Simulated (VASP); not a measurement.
# Ca in VASP: a series of runs

Ca is run at these levels: PBEsol; tasks: single point.

All numbers are computed with VASP 6.6.1; they aren't measurements. Logs are shortened: lines on timing, memory, paths and dates and some standing lists are left out, and cuts for length are marked.

## Step 1: The cell of the first run

The cell holds a slab with vacuum, 4 atoms: a = 3.744 Å, b = 3.744 Å, c = 24.170 Å, α = 90.00°, β = 90.00°, γ = 109.47°.

## Step 2: Single point, PBEsol

Contents of INCAR:

```
SYSTEM = Ca
PREC = Accurate ; ENCUT = 400
EDIFF = 1E-6 ; ISMEAR = 0
SIGMA = 0.1 ; LREAL = .FALSE.
LASPH = .TRUE. ; NELM = 120
ALGO = Normal ; ISIF = 2
LWAVE = .FALSE. ; LCHARG = .FALSE.
LDIPOL = .TRUE. ; IDIPOL = 3
DIPOL = 0.5 0.5 0.500 ; GGA = PS
NBANDS = 28 ; GGA_COMPAT = .FALSE.
NELMDL = -8
```

Contents of KPOINTS:

```
Automatic mesh
0
G
  10 10 1
  0 0 0
```

Contents of POSCAR:

```
Ca
1.0
    3.7438396784      0.0000000000      0.0000000000
   -1.2479465595      3.5297258990      0.0000000000
    0.0000000000      0.0000000000     24.1704968908
Ca
4
Direct
    0.5000000000      0.5000000000      0.3102956482
    0.0000000000      0.0000000000      0.4367652161
    0.5000000000      0.5000000000      0.5632347839
    0.0000000000      0.0000000000      0.6897043518
```

Potentials or basis: VASP PAW PBE potentials, release 64 (Ca_sv).

On the command line:

```bash
$ cat potpaw_PBE.64/Ca_sv/POTCAR > POTCAR
$ mpirun -np 1 vasp_std > vasp.out
```

OUTCAR:

```text
SYSTEM = Ca
   PREC = Accurate
   ENCUT = 400
   EDIFF = 1E-6
   ISMEAR = 0
   LREAL = .FALSE.
   LASPH = .TRUE.
   NELM = 120
   ISIF = 2
   GGA = PS
   NELMDL = -8

 ion  position               nearest neighbor table
   1  0.500  0.500  0.310-
   2  0.000  0.000  0.437-
   3  0.500  0.500  0.563-
   4  0.000  0.000  0.690-

  LATTYP: Found a base centered orthorhombic cell.
 ALAT       =     4.3230136922
 B/A-ratio  =     1.4142135624
 C/A-ratio  =     5.5911219838

  Lattice vectors:

 A1 = (   3.7438396784,   0.0000000000,   0.0000000000)
 A2 = (  -1.2479465595,   3.5297258990,   0.0000000000)
 A3 = (   0.0000000000,   0.0000000000,  24.1704968908)

Analysis of symmetry for initial positions (statically):
=====================================================================
 Subroutine PRICEL returns:
 Original cell was already a primitive cell.

 Routine SETGRP: Setting up the symmetry group for a
 base centered orthorhombic supercell.

 Subroutine GETGRP returns: Found  8 space group operations
 (whereof  4 operations were pure point group operations)
 out of a pool of  8 trial point group operations.

The static configuration has the point symmetry C_2v.
 The point group associated with its full space group is D_2h.

Analysis of symmetry for dynamics (positions and initial velocities):
=====================================================================
 Subroutine PRICEL returns:
 Original cell was already a primitive cell.

 Routine SETGRP: Setting up the symmetry group for a
 base centered orthorhombic supercell.

 Subroutine GETGRP returns: Found  8 space group operations
 (whereof  4 operations were pure point group operations)
 out of a pool of  8 trial point group operations.

The dynamic configuration has the point symmetry C_2v.
 The point group associated with its full space group is D_2h.

 Subroutine INISYM returns: Found  8 space group operations
 (whereof  4 operations are pure point group operations),
 and found     1 'primitive' translations

----------------------------------------------------------------------------------------

                                     Primitive cell

  volume of cell :     319.4065

  direct lattice vectors                    reciprocal lattice vectors
     3.743839678  0.000000000  0.000000000     0.267105455  0.094436039  0.000000000
    -1.247946560  3.529725899  0.000000000     0.000000000  0.283308118  0.000000000
     0.000000000  0.000000000 24.170496891     0.000000000  0.000000000  0.041372753

  length of vectors
     3.743839678  3.743839678 24.170496891     0.283308118  0.283308118  0.041372753

  position of ions in fractional coordinates (direct lattice)
     0.500000000  0.500000000  0.310295648
     0.000000000  0.000000000  0.436765216
     0.500000000  0.500000000  0.563234784
     0.000000000  0.000000000  0.689704352

  ion indices of the primitive-cell ions
   primitive index   ion index
                 1           1
                 2           2
                 3           3
                 4           4

----------------------------------------------------------------------------------------

 KPOINTS: Automatic mesh

Automatic generation of k-mesh.
 Grid dimensions read from file:
 generate k-points for:   10   10    1

 Generating k-lattice:

  Cartesian coordinates                     Fractional coordinates (reciprocal lattice)
     0.026710545  0.009443604  0.000000000     0.100000000  0.000000000  0.000000000
     0.000000000  0.028330812  0.000000000     0.000000000  0.100000000  0.000000000
     0.000000000  0.000000000  0.041372753     0.000000000  0.000000000  1.000000000

  Length of vectors
     0.028330812  0.028330812  0.041372753

  Shift w.r.t. Gamma in fractional coordinates (k-lattice)
     0.000000000  0.000000000  0.000000000

 Subroutine IBZKPT returns following result:
 ===========================================

 Found     31 irreducible k-points:

 Following reciprocal coordinates:
            Coordinates               Weight
  0.000000  0.000000  0.000000      1.000000
  0.100000  0.000000  0.000000      4.000000
  0.200000  0.000000  0.000000      4.000000
  0.300000 -0.000000  0.000000      4.000000
  0.400000  0.000000  0.000000      4.000000
  0.500000  0.000000  0.000000      2.000000
[... 16 lines left out ...]
  0.300000  0.300000  0.000000      2.000000
  0.400000  0.300000  0.000000      4.000000
 [... further k-points ...]
   k-points           NKPTS =     31   k-points in BZ     NKDIM =     31   number of bands    NBANDS=     28
   number of dos      NEDOS =    301   number of ions     NIONS =      4
   total plane-waves  NPLWV =  92160
   dimension x,y,z NGX =    24 NGY =   24 NGZ =  160
   dimension x,y,z NGXF=    48 NGYF=   48 NGZF=  320
   ions per type =               4
   NGX,Y,Z   is equivalent  to a cutoff of  10.66, 10.66, 11.00 a.u.
   NGXF,Y,Z  is equivalent  to a cutoff of  21.31, 21.31, 22.01 a.u.
 SYSTEM =  Ca
   PREC   = accura    normal or accurate (medium, high low for compatibility)
   ISTART =      0    job   : 0-new  1-cont  2-samecut
   ICHARG =      2    charge: 1-file 2-atom 10-const
   ISPIN  =      1    spin polarized calculation?
   LNONCOLLINEAR =      F non collinear calculations
   LSORBIT =      F    spin-orbit coupling
   LASPH  =      T    aspherical Exc in radial PAW
   ENCUT  =  400.0 eV  29.40 Ry    5.42 a.u.   6.11  6.11 39.42*2*pi/ulx,y,z
   NELM   =    120;   NELMIN=  2; NELMDL= -8     # of ELM steps
   EDIFF  = 0.1E-05   stopping-criterion for ELM
   LREAL  =      F    real-space projection
   EDIFFG = 0.1E-04   stopping-criterion for IOM
   NSW    =      0    number of steps for IOM
   IBRION =     -1    ionic relax: 0-MD 1-quasi-New 2-CG
   NFREE  =      0    steps in history (QN), initial steepest desc. (CG)
   ISIF   =      2    stress and relaxation
   ISYM   =      2    0-nonsym 1-usesym 2-fastsym
   POTIM  = 0.5000    time-step for ionic-motion
   TEBEG  =    0.0;   TEEND  =   0.0 temperature during run
   PSTRESS=    0.0 pullay stress
   NELECT =      40.0000    total number of electrons
   NUPDOWN=      -1.0000    fix difference up-down
   EMIN   =  10.00;   EMAX   =-10.00  energy-range for DOS
   EFERMI =   0.00;   METHOD = LEGACY
   ISMEAR =     0;   SIGMA  =   0.10  broadening in eV -4-tet -1-fermi 0-gaus
   EFERMI_NEDOS =   21; number of points for ismear=-14 and -15
   IALGO  =     38    algorithm
   IMIX   =      4    mixing-type and parameters
     AMIX     =   0.40;   BMIX     =  1.00
     AMIX_MAG =   1.60;   BMIX_MAG =  1.00
  volume/ion in A,a.u.               =      79.85       538.87
  Fermi-wavevector in a.u.,A,eV,Ry     =   0.819056  1.547791  9.127504  0.670853
  Thomas-Fermi vector in A             =   1.929793
   LORBIT       =      0    0 simple, 1 ext, 2 COOP (PROOUT), +10 PAW based schemes
   GGA     = PS    functional components
   LHFCALC =     F    Hartree Fock is set to
   AEXX    =    0.0000 exact exchange contribution
   IVDW    =     0    specifies the selected vdW correction
   LEPSILON=     F    determine dielectric tensor
   LRPA    =     F    only Hartree local field effects (RPA)
 non-spin polarized calculation
 Gauss-broadening in eV      SIGMA  =   0.10
  energy-cutoff  :      400.00
  volume of cell :      319.41
 maximum number of plane-waves:      5840
   NGX = 13   NGY = 13   NGZ = 79

 dipolmoment           0.000000      0.000000      0.000000 electrons x Angstroem

 number of electron      40.0000016 magnetization

 dipolmoment           0.000000      0.000000     -0.000000 electrons x Angstroem

 Free energy of the ion-electron system (eV)
  ---------------------------------------------------
  ext. energy  EPLUGINS =         0.00000000
  ---------------------------------------------------
  free energy    TOTEN  =        -7.62891675 eV

  energy without entropy =       -7.59483749  energy(sigma->0) =       -7.61187712

 E-fermi :  -0.2283     XC(G=0):  -4.7180

 val. band max:       -0.2284791576   @ k =   0.5000   0.4000   0.0000
 cond. band min:      -0.2268256258   @ k =   0.1000   0.0000   0.0000
 fundamental gap:      0.0016535319
 Fermi energy:        -0.2282734115

 k-point     1 :       0.0000    0.0000    0.0000
  band No.  band energies     occupation
      1     -42.4747      2.00000
      2     -42.4747      2.00000
      3     -41.9957      2.00000
      4     -41.9864      2.00000
      5     -23.5973      2.00000
      6     -23.5969      2.00000
[... 20 lines left out ...]
     27       1.5373      0.00000
     28       1.9246      0.00000

 k-point     2 :       0.1000    0.0000    0.0000
  band No.  band energies     occupation
      1     -42.4739      2.00000
      2     -42.4739      2.00000
      3     -41.9946      2.00000
      4     -41.9857      2.00000
      5     -23.5958      2.00000
      6     -23.5955      2.00000
[... 20 lines left out ...]
     27       1.4873      0.00000
     28       1.8625      0.00000

 k-point     3 :       0.2000    0.0000    0.0000
  band No.  band energies     occupation
      1     -42.4716      2.00000
      2     -42.4716      2.00000
      3     -41.9917      2.00000
      4     -41.9841      2.00000
      5     -23.5920      2.00000
      6     -23.5919      2.00000
[... 20 lines left out ...]
     27       1.3364      0.00000
     28       1.6501      0.00000

 k-point     4 :       0.3000   -0.0000    0.0000
  band No.  band energies     occupation
      1     -42.4687      2.00000
      2     -42.4687      2.00000
      3     -41.9878      2.00000
      4     -41.9823      2.00000
      5     -23.5874      2.00000
      6     -23.5873      2.00000
[... 20 lines left out ...]
     27       1.2132      0.00000
     28       1.3597      0.00000

 k-point     5 :       0.4000    0.0000    0.0000
  band No.  band energies     occupation
      1     -42.4665      2.00000
      2     -42.4664      2.00000
      3     -41.9841      2.00000
      4     -41.9812      2.00000
      5     -23.5837      2.00000
      6     -23.5836      2.00000
[... 20 lines left out ...]
     27       1.0392      0.00000
     28       1.1401      0.00000

 k-point     6 :       0.5000    0.0000    0.0000
  band No.  band energies     occupation
      1     -42.4656      2.00000
      2     -42.4656      2.00000
      3     -41.9818      2.00000
      4     -41.9818      2.00000
      5     -23.5823      2.00000
      6     -23.5823      2.00000
[... 463 lines left out ...]
      5     -23.5849      2.00000
      6     -23.5847      2.00000
[... 20 lines left out ...]
     27       1.5642      0.00000
     28       1.5942      0.00000

 k-point    22 :      -0.2000    0.2000    0.0000
  band No.  band energies     occupation
      1     -42.4692      2.00000
      2     -42.4692      2.00000
      3     -41.9897      2.00000
      4     -41.9812      2.00000
      5     -23.5890      2.00000
      6     -23.5887      2.00000
[... 20 lines left out ...]
     27       1.6271      0.00000
     28       1.6966      0.00000

 k-point    23 :       0.3000    0.3000    0.0000
  band No.  band energies     occupation
      1     -42.4632      2.00000
      2     -42.4632      2.00000
      3     -41.9801      2.00000
      4     -41.9787      2.00000
      5     -23.5788      2.00000
      6     -23.5787      2.00000
[... 20 lines left out ...]
     27       1.0848      0.00000
     28       1.1650      0.00000

 k-point    24 :       0.4000    0.3000    0.0000
  band No.  band energies     occupation
      1     -42.4615      2.00000
      2     -42.4615      2.00000
      3     -41.9795      2.00000
      4     -41.9757      2.00000
      5     -23.5765      2.00000
      6     -23.5764      2.00000
[... 20 lines left out ...]
     27       0.9977      0.00000
     28       1.1463      0.00000

 [... further k-points ...]

------------------------ aborting loop because EDIFF is reached ----------------------------------------

 vacuum level on the upper side and lower side of the slab       (xc-potential included)        -0.270        -0.270

  FORCE on cell =-STRESS in cart. coord.  units (eV):
  Direction    XX          YY          ZZ          XY          YZ          ZX
  --------------------------------------------------------------------------------------
  -------------------------------------------------------------------------------------
  Total        0.0982264     -0.2331022     -0.7527785     -0.4685693      0.0000000      0.0000000
  in kB        0.4927139     -1.1692655     -3.7760172     -2.3503937      0.0000000      0.0000000
  external PRESSURE =      -1.4841896 kB  Pullay stress =       0.0000000 kB

 VOLUME and BASIS-vectors are now :
 -----------------------------------------------------------------------------
  energy-cutoff  :      400.00
  volume of cell :      319.41
      direct lattice vectors                 reciprocal lattice vectors
     3.743839678  0.000000000  0.000000000     0.267105455  0.094436039  0.000000000
    -1.247946560  3.529725899  0.000000000     0.000000000  0.283308118  0.000000000
     0.000000000  0.000000000 24.170496891     0.000000000  0.000000000  0.041372753

 POSITION                                       TOTAL-FORCE (eV/Angst)
 -----------------------------------------------------------------------------------
      1.24795      1.76486      7.50000         0.000000      0.000000      0.106654
      0.00000      0.00000     10.55683        -0.000000      0.000000     -0.086597
      1.24795      1.76486     13.61366         0.000000      0.000000      0.086597
      0.00000      0.00000     16.67050        -0.000000      0.000000     -0.106654
 -----------------------------------------------------------------------------------
    total drift:                                0.000000      0.000000      0.000000

  FREE ENERGIE OF THE ION-ELECTRON SYSTEM (eV)
  ---------------------------------------------------
  free  energy   TOTEN  =        -7.6289167481 eV

  energy  without entropy=       -7.5948374907  energy(sigma->0) =       -7.61187712

 vacuum level on the upper side and lower side of the slab         2.418         2.418
```

Run time: 6.1 min. Hardware: 1 thread of Intel Xeon 8259CL, shared host; peak memory 0.36 GiB.

Results:

```
Free energy            : -7.6289 eV
Largest force          : 0.107 eV/Å
Band gap on the k mesh : zero (bands 20 and 21 overlap by 0.22 eV)
```

Forces on the atoms (eV/Å):
```
Ca   0.000  0.000  0.107
Ca   0.000  0.000 -0.087
Ca   0.000  0.000  0.087
Ca   0.000  0.000 -0.107
```

Levels at points of the mesh, in eV from the Fermi level:
```tsv
k point	band 17	band 18	band 19	band 20	band 21	band 22	band 23	band 24
(0.00, 0.00, 0.00)	-3.99	-3.45	-2.59	-1.58	-0.03	0.34	0.92	1.29
(0.50, 0.00, 0.00)	-1.12	-1.12	-0.87	-0.87	0.12	0.12	0.54	0.54
(0.50, 0.50, 0.00)	-0.79	-0.36	-0.09	-0.08	-0.02	0.01	0.03	1.04
```

Caveat: the PAW data sets were made with another functional, which shifts forces and pressure a little.

## Step 3: Single point, PBEsol

Contents of INCAR:

```
ALGO     = Normal         # electronic algorithm
DIPOL    = 0.5 0.5 0.500
EDIFF    = 1E-6           # SCF threshold, eV
ENCUT    = 400            # plane-wave cutoff, eV
GGA      = PS             # functional
GGA_COMPAT= F            
IDIPOL   = 3            
ISIF     = 2              # what is computed and relaxed
ISMEAR   = 0              # smearing method
LASPH    = T              # aspherical terms in the spheres
LCHARG   = T              # write CHGCAR
LDIPOL   = T            
LELF     = T              # ELF
LREAL    = F              # projectors in reciprocal space
LVACPOTAV= T            
LVHAR    = T            
LWAVE    = F              # write WAVECAR
NBANDS   = 28             # bands
NELM     = 120            # most SCF steps
NELMDL   = -8           
PREC     = Accurate       # precision mode
SIGMA    = 0.1            # smearing width, eV
```

Contents of KPOINTS:

```
k-points
0
Gamma
  10 10 1
```

Contents of POSCAR:

```
Ca
1.0
    3.7438396784      0.0000000000      0.0000000000
   -1.2479465595      3.5297258990      0.0000000000
    0.0000000000      0.0000000000     24.1704968908
Ca
4
Direct
    0.5000000000      0.5000000000      0.3163054403
    0.0000000000      0.0000000000      0.4374698471
    0.5000000000      0.5000000000      0.5625300832
    0.0000000000      0.0000000000      0.6836946294
```

Potentials or basis: VASP PAW PBE potentials, release 64 (Ca_sv).

On the command line:

```bash
$ cat potpaw_PBE.64/Ca_sv/POTCAR > POTCAR
$ mpirun -np 1 vasp_std > vasp.out
```

Wall time 5.3 min (1 thread of Intel Xeon 8259CL, shared host); peak memory 0.37 GiB.

Results (log left out):

```yaml
Free_energy: -7.6435 eV
Band_gap_on_the_k_mesh: zero (bands 20 and 21 overlap by 0.18 eV)
```

Forces in eV/Å, atoms in the order of the input:
```
Ca   0.000  0.000 -0.003
Ca   0.000  0.000  0.003
Ca   0.000  0.000 -0.003
Ca   0.000  0.000  0.003
```

Levels at points of the mesh, in eV from the Fermi level:
| k point | band 18 | band 19 | band 20 | band 21 | band 22 | band 23 |
| --- | --- | --- | --- | --- | --- | --- |
| (0.00, 0.00, 0.00) | -3.47 | -2.54 | -1.52 | 0.04 | 0.34 | 0.96 |
| (0.50, 0.00, 0.00) | -1.16 | -0.90 | -0.90 | 0.14 | 0.14 | 0.55 |
| (0.50, 0.50, 0.00) | -0.38 | -0.14 | -0.13 | -0.02 | -0.01 | 0.01 |

Caveat: the PAW data sets were made with another functional, which shifts forces and pressure a little.
